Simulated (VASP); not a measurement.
## VO2: single point with r2SCAN

VO2:

```
V O
1.0
     4.58181    0.00000    0.07261
     0.00000    2.83833    0.00000
    -0.07220    0.00000    4.58432
V O
2 4
Cartesian
  0.0000 0.0000 0.0000
  2.2548 1.4192 2.3285
  3.6502 1.4192 0.9741
  0.8594 1.4192 3.6828
  3.1576 0.0000 3.2590
  1.3520 0.0000 1.3979
```

```
Program             : VASP 6.6.1
Task                : single point
Functional          : r2SCAN
Potentials or basis : VASP PAW PBE potentials, release 64 (V_sv, O)
Cutoff              : 660 eV
k mesh              : 8 × 12 × 8
Occupations         : gaussian, width 0.1 eV
Spin                : collinear spin, ferromagnetic start
Starting moments    : [2.0, 2.0, 0.0, 0.0, 0.0, 0.0] μB
```

```
Pressure                                              : -4.8 GPa
Largest force                                         : 0.098 eV/Å
Band gap on the k mesh                                : zero (filled and empty bands overlap)
Net moment                                            : 2.00 μB per cell
Site moments                                          : V +1.13; O -0.09 μB
Valence electrons inside the program's atomic spheres : V 11.44; O 5.08
```

Forces on the atoms (eV/Å):
```
V    0.000  0.000  0.000
V    0.000  0.000  0.000
O    0.070  0.000 -0.067
O   -0.070  0.000  0.067
O   -0.069  0.000 -0.069
O    0.069  0.000  0.069
```

Stress tensor (GPa, compression positive):
```
-5.28  0.00 -0.02
 0.00 -3.74  0.00
-0.02  0.00 -5.31
```

Levels at points of the mesh, in eV from the Fermi level:
Spin up:
| k point | band 24 | band 25 | band 26 | band 27 | band 28 | band 29 |
| --- | --- | --- | --- | --- | --- | --- |
| (0.00, 0.00, 0.00) | -1.44 | -1.01 | -0.62 | -0.48 | -0.48 | -0.10 |
| (0.50, 0.00, 0.00) | -2.12 | -0.28 | -0.28 | 0.16 | 0.16 | 1.12 |
| (0.00, 0.50, 0.00) | -3.13 | 0.51 | 0.51 | 0.70 | 0.70 | 0.99 |
| (0.50, 0.50, 0.00) | -2.45 | -0.82 | -0.82 | 0.69 | 0.69 | 1.35 |
| (0.00, 0.00, 0.50) | -2.12 | -0.28 | -0.28 | 0.16 | 0.16 | 1.12 |
| (0.50, 0.00, 0.50) | -2.70 | -0.93 | -0.93 | -0.46 | -0.46 | 1.53 |
| (0.00, 0.50, 0.50) | -2.46 | -0.82 | -0.82 | 0.69 | 0.69 | 1.35 |
| (0.50, 0.50, 0.50) | -2.23 | 0.20 | 0.20 | 0.39 | 0.39 | 0.69 |
Spin down:
| k point | band 20 | band 21 | band 22 | band 23 | band 24 | band 25 | band 26 | band 27 | band 28 | band 29 |
| --- | --- | --- | --- | --- | --- | --- | --- | --- | --- | --- |
| (0.00, 0.00, 0.00) | -3.55 | -2.22 | -2.10 | -2.10 | -1.57 | 0.69 | 0.72 | 1.34 | 1.65 | 1.65 |
| (0.50, 0.00, 0.00) | -4.87 | -3.13 | -3.13 | -2.34 | -2.34 | 1.28 | 1.28 | 2.20 | 2.20 | 2.46 |
| (0.00, 0.50, 0.00) | -4.81 | -3.94 | -3.94 | -3.17 | -3.16 | 1.86 | 1.86 | 2.28 | 2.28 | 2.58 |
| (0.50, 0.50, 0.00) | -4.19 | -3.64 | -3.63 | -2.70 | -2.70 | 0.92 | 0.92 | 2.26 | 2.26 | 2.74 |
| (0.00, 0.00, 0.50) | -4.87 | -3.13 | -3.13 | -2.34 | -2.34 | 1.28 | 1.28 | 2.20 | 2.20 | 2.46 |
| (0.50, 0.00, 0.50) | -3.87 | -2.90 | -2.90 | -2.86 | -2.86 | 0.63 | 0.63 | 1.67 | 1.67 | 2.72 |
| (0.00, 0.50, 0.50) | -4.19 | -3.63 | -3.63 | -2.71 | -2.71 | 0.92 | 0.92 | 2.26 | 2.26 | 2.74 |
| (0.50, 0.50, 0.50) | -4.78 | -2.93 | -2.93 | -2.33 | -2.33 | 1.54 | 1.55 | 2.14 | 2.14 | 2.32 |

Wall time 40 min on 4 MPI ranks on AMD EPYC 7R43 64-Core Processor (Zen 3), on a shared host, peak memory 0.99 GiB a rank.

Caveat: the cell stands under tension; the PAW data sets were made with another functional, which shifts forces and pressure a little; semilocal functionals often make such compounds metallic where correlation or magnetic order opens a gap, which also shifts bond lengths. With open d or f shells a metallic result of r2SCAN can be an artefact of self-interaction; +U or a hybrid may open a gap.
